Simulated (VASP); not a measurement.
# HgTe: single point with PBE

Crystal: HgTe.

```
Hg Te
1.0
     0.00000    2.92150    2.95072
     2.92150    0.00000    2.95072
     2.92150    2.92150    0.00000
Hg Te
1 1
Direct
  0.00000 0.00000 0.00000
  0.50000 0.50000 0.50000
```

This cell differs from its parent crystal: zz strain of +1 %.

- Program: VASP 6.6.1
- Task: single point
- Functional: PBE
- Potentials or basis: VASP PAW PBE potentials, release 64 (Hg, Te)
- Cutoff: 520 eV
- k mesh: 10 × 10 × 10
- Occupations: fermi-dirac, width 0.08 eV
- Spin: no spin polarisation
- Dipole correction: no
- Further INCAR settings: ALGO = Normal; EDIFF = 1e-06; NBANDS = 16

* Pressure: 9.7 GPa
* Band gap on the k mesh: zero (band 9 reaches 6.26 eV, above the bottom of band 10 at 3.07 eV)

Stress tensor (GPa, compression positive):
```
10.11  0.00  0.00
 0.00 10.11  0.00
 0.00  0.00  8.75
```

Levels at points of the mesh, in eV from the Fermi level:
```csv
k point,band 6,band 7,band 8,band 9,band 10,band 11,band 12,band 13
"(0.00, 0.00, 0.00)",-7.13,-0.91,-0.91,-0.84,-0.40,7.69,7.73,7.73
"(0.50, 0.00, 0.00)",-6.90,-6.02,0.38,0.45,2.49,3.74,3.83,4.31
"(0.50, 0.50, 0.00)",-5.99,-5.09,-2.85,-2.74,-2.74,4.71,9.87,9.87
"(0.50, 0.00, 0.50)",-5.96,-5.10,-2.94,-2.83,-2.73,4.66,9.68,9.98
```

Run time: 26 s on 1 thread of Intel(R) Xeon(R) 6975P-C (Granite Rapids), with other jobs on the host, peak memory 0.23 GiB.

Caveat: the cell differs from its parent crystal (zz strain of +1 %); spin-orbit coupling is left out, which moves the levels of the heavy elements.
